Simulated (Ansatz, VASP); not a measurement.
**Sr: VASP beside Ansatz**

```
Sr
1.0
    -1.79764    1.79764    1.79764
     1.79764   -1.79764    1.79764
     1.79764    1.79764   -1.79764
Sr
1
Cartesian
  0.0000 0.0000 0.0000
```

Change from the starting cell: volume scaled by 0.43, norm-conserving files.

Alike in both runs: task single point; functional PBE; k mesh 11 × 11 × 11; occupations fermi-dirac, width 0.05 eV; no spin polarisation.

```csv
,VASP,Ansatz
version,VASP 6.6.1,Ansatz 0.2.0
potentials or method,"VASP PAW PBE potentials, release 64 (Sr_sv)","norm-conserving pseudopotentials, scalar-relativistic"
plane-wave cutoff (eV),520,925
valence electrons in the cell,10,10
```

Ansatz gave:

* pressure (GPa): 35.5

Task: What did VASP give for the same quantities?

Result: Pressure (GPa): 36.0.

Both programs put the cell under a high pressure, so it lies far from rest at this level. The functional is the same, so the differences come from potentials, cutoffs and numerics.
